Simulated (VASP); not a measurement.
# Ag (Fm-3m) in VASP: notebook

Ag is run at these levels: BLYP+D3(BJ), PBEsol+D4; tasks: single point, relaxation of cell and atoms.

All numbers are computed with VASP 6.6.1; they aren't measurements. Logs are shortened: lines on timing, memory, paths and dates and some standing lists are left out, and cuts for length are marked.

## (1) The cell of the first run

The structure is cubic, space group Fm-3m (No. 225). Conventional cell: a = 4.073 Å, b = 4.073 Å, c = 4.073 Å, α = 90.00°, β = 90.00°, γ = 90.00°. Ag (site symmetry m-3m) has 12 Ag at 2.88 Å within 3.8 Å.

## (2) Single point, BLYP+D3(BJ)

Contents of INCAR:

```
PREC = Accurate ; ENCUT = 520
EDIFF = 1E-6 ; ISMEAR = -1
SIGMA = 0.05 ; LREAL = False
LASPH = True ; NELM = 100
ALGO = Normal ; ISIF = 2
LWAVE = False ; LCHARG = True
GGA = B5 ; ALDAX = 1.0
AGGAX = 1.0 ; AGGAC = 1.0
ALDAC = 0.0 ; IVDW = 12
VDW_S6 = 1.0 ; VDW_S8 = 2.6996
VDW_A1 = 0.4298 ; VDW_A2 = 4.2359
LELF = True ; LVHAR = True
NBANDS = 12
```

Contents of KPOINTS:

```
Automatic mesh
0
Gamma
  11 11 11
```

Contents of POSCAR:

```
Ag
1.0
    0.0000000000      2.0362927944      2.0362927944
    2.0362927944      0.0000000000      2.0362927944
    2.0362927944      2.0362927944      0.0000000000
Ag
1
Direct
    0.0000000000      0.0000000000      0.0000000000
```

Potentials or basis: VASP PAW PBE potentials, release 64 (Ag).

The run is started by

```console
> cat potpaw_PBE.64/Ag/POTCAR > POTCAR
> mpirun -np 1 vasp_std > vasp.out
```

OUTCAR:

```text
PREC = Accurate
   ENCUT = 520
   EDIFF = 1E-6
   ISMEAR = -1
   LREAL = False
   LASPH = True
   NELM = 100
   ISIF = 2
   GGA = B5
   IVDW = 12
 IVDW          = 12

 ion  position               nearest neighbor table
   1  0.000  0.000  0.000-

  LATTYP: Found a face centered cubic cell.
 ALAT       =     4.0725855888

  Lattice vectors:

 A1 = (   0.0000000000,   2.0362927944,   2.0362927944)
 A2 = (   2.0362927944,   0.0000000000,   2.0362927944)
 A3 = (   2.0362927944,   2.0362927944,   0.0000000000)

Analysis of symmetry for initial positions (statically):
=====================================================================
 Subroutine PRICEL returns:
 Original cell was already a primitive cell.

 Routine SETGRP: Setting up the symmetry group for a
 face centered cubic supercell.

 Subroutine GETGRP returns: Found 48 space group operations
 (whereof 48 operations were pure point group operations)
 out of a pool of 48 trial point group operations.

The static configuration has the point symmetry O_h .

Analysis of symmetry for dynamics (positions and initial velocities):
=====================================================================
 Subroutine PRICEL returns:
 Original cell was already a primitive cell.

 Routine SETGRP: Setting up the symmetry group for a
 face centered cubic supercell.

 Subroutine GETGRP returns: Found 48 space group operations
 (whereof 48 operations were pure point group operations)
 out of a pool of 48 trial point group operations.

The dynamic configuration has the point symmetry O_h .

 Subroutine INISYM returns: Found 48 space group operations
 (whereof 48 operations are pure point group operations),
 and found     1 'primitive' translations

----------------------------------------------------------------------------------------

                                     Primitive cell

  volume of cell :      16.8869

  direct lattice vectors                    reciprocal lattice vectors
     0.000000000  2.036292794  2.036292794    -0.245544256  0.245544256  0.245544256
     2.036292794  0.000000000  2.036292794     0.245544256 -0.245544256  0.245544256
     2.036292794  2.036292794  0.000000000     0.245544256  0.245544256 -0.245544256

  length of vectors
     2.879752887  2.879752887  2.879752887     0.425295128  0.425295128  0.425295128

  position of ions in fractional coordinates (direct lattice)
[... 82 lines left out ...]
   NFREE  =      0    steps in history (QN), initial steepest desc. (CG)
   ISIF   =      2    stress and relaxation
   ISYM   =      2    0-nonsym 1-usesym 2-fastsym
   POTIM  = 0.5000    time-step for ionic-motion
   TEBEG  =    0.0;   TEEND  =   0.0 temperature during run
   PSTRESS=    0.0 pullay stress
   NELECT =      11.0000    total number of electrons
   NUPDOWN=      -1.0000    fix difference up-down
   EMIN   =  10.00;   EMAX   =-10.00  energy-range for DOS
   EFERMI =   0.00;   METHOD = LEGACY
   ISMEAR =    -1;   SIGMA  =   0.05  broadening in eV -4-tet -1-fermi 0-gaus
   EFERMI_NEDOS =   21; number of points for ismear=-14 and -15
   IALGO  =     38    algorithm
   IMIX   =      4    mixing-type and parameters
     AMIX     =   0.40;   BMIX     =  1.00
     AMIX_MAG =   1.60;   BMIX_MAG =  1.00
  volume/ion in A,a.u.               =      16.89       113.96
  Fermi-wavevector in a.u.,A,eV,Ry     =   1.419130  2.681767 27.401179  2.013930
  Thomas-Fermi vector in A             =   2.540183
   LORBIT       =      0    0 simple, 1 ext, 2 COOP (PROOUT), +10 PAW based schemes
   GGA     = B5    functional components
   LHFCALC =     F    Hartree Fock is set to
   AEXX    =    0.0000 exact exchange contribution
   IVDW    =    12    specifies the selected vdW correction
   LEPSILON=     F    determine dielectric tensor
   LRPA    =     F    only Hartree local field effects (RPA)
 non-spin polarized calculation
  energy-cutoff  :      520.00
  volume of cell :       16.89
 maximum number of plane-waves:       465
 NGX is ok and might be reduce to    24
   NGX = 11   NGY = 11   NGZ = 11

 number of electron      10.9999999 magnetization

 Free energy of the ion-electron system (eV)
  ---------------------------------------------------
  ext. energy  EPLUGINS =         0.00000000
  ---------------------------------------------------
  free energy    TOTEN  =        -2.00662971 eV

  energy without entropy =       -2.00318190  energy(sigma->0) =       -2.00490580

 E-fermi :   9.4175     XC(G=0): -11.6844

 val. band max:        9.0546909836   @ k =   0.4545   0.2727   0.0000
 cond. band min:       9.4221720335   @ k =  -0.4545   0.0909   0.0000
 fundamental gap:      0.3674810499
 Fermi energy:         9.4175246086

 k-point     1 :       0.0000    0.0000    0.0000
  band No.  band energies     occupation
      1       1.3218      2.00000
      2       4.1554      2.00000
      3       4.1554      2.00000
      4       4.1554      2.00000
      5       5.2032      2.00000
      6       5.2032      2.00000
      7      25.4064      0.00000
      8      28.8166      0.00000
      9      28.8166      0.00000
     10      28.8166      0.00000
     11      34.1899      0.00000
     12      34.9426      0.00000
[... 331 lines left out ...]
 k-point    24 :      -0.1818    0.1818    0.0000
  band No.  band energies     occupation
      1       3.3234      2.00000
      2       3.7657      2.00000
      3       4.3969      2.00000
      4       4.7806      2.00000
      5       4.8114      2.00000
      6       6.4048      2.00000
      7      21.1624      0.00000
      8      21.6149      0.00000
      9      27.9731      0.00000
     10      29.7496      0.00000
     11      30.3550      0.00000
     12      33.7948      0.00000

 [... further k-points ...]

------------------------ aborting loop because EDIFF is reached ----------------------------------------

 Edisp (eV)   -1.35771

 E8    (eV) :    -0.9991

  FORCE on cell =-STRESS in cart. coord.  units (eV):
  Direction    XX          YY          ZZ          XY          YZ          ZX
  --------------------------------------------------------------------------------------
  -------------------------------------------------------------------------------------
  Total       0.01233     0.01233     0.01233     0.00000     0.00000     0.00000
  in kB       1.16949     1.16949     1.16949     0.00000     0.00000     0.00000
  external pressure =        1.17 kB  Pullay stress =        0.00 kB

 VOLUME and BASIS-vectors are now :
 -----------------------------------------------------------------------------
  energy-cutoff  :      520.00
  volume of cell :       16.89
      direct lattice vectors                 reciprocal lattice vectors
     0.000000000  2.036292794  2.036292794    -0.245544256  0.245544256  0.245544256
     2.036292794  0.000000000  2.036292794     0.245544256 -0.245544256  0.245544256
     2.036292794  2.036292794  0.000000000     0.245544256  0.245544256 -0.245544256

 POSITION                                       TOTAL-FORCE (eV/Angst)
 -----------------------------------------------------------------------------------
      0.00000      0.00000      0.00000        -0.000000     -0.000000     -0.000000
 -----------------------------------------------------------------------------------
    total drift:                               -0.000000      0.000000     -0.000000

  FREE ENERGIE OF THE ION-ELECTRON SYSTEM (eV)
  ---------------------------------------------------
  free  energy   TOTEN  =        -3.3643349872 eV

  energy  without entropy=       -3.3608871754  energy(sigma->0) =       -3.36261108
```

stdout:

```text
POSCAR found type information on POSCAR Ag
 POSCAR found :  1 types and       1 ions
 scaLAPACK will be used
 -----------------------------------------------------------------------------
|                                                                             |
|                                                                             |
|     You enforced a specific xc type in the INCAR file but a different       |
|     I HOPE YOU KNOW WHAT YOU ARE DOING!                                     |
|                                                                             |
 -----------------------------------------------------------------------------

 LDA part: xc-table for (Slater(with rela. corr.)+VWN5), standard interpolation
 POSCAR, INCAR and KPOINTS ok, starting setup
 FFT: planning ... GRIDC
 FFT: planning ... GRID_SOFT
 FFT: planning ... GRID
 WAVECAR not read
 entering main loop
```

It took 11 s on 1 thread of Intel Xeon Platinum 8259CL at 2.50GHz (Skylake/Cascade Lake), shared host; peak memory 0.15 GiB.

Results:

| Property | Result |
| --- | --- |
| Free energy | -3.3643 eV |
| Pressure | 0.1 GPa |
| Dispersion energy per atom | -1.358 eV |

Levels at points of the mesh, in eV from the Fermi level:
```csv
k point,band 3,band 4,band 5,band 6,band 7,band 8,band 9,band 10
"(0.00, 0.00, 0.00)",-5.26,-5.26,-4.21,-4.21,15.99,19.40,19.40,19.40
```

Caveat: the PAW data sets were made with another functional, which shifts forces and pressure a little; pairwise dispersion overbinds metals, which lowers pressure and volume.

(Continued in part 2 of 2.)
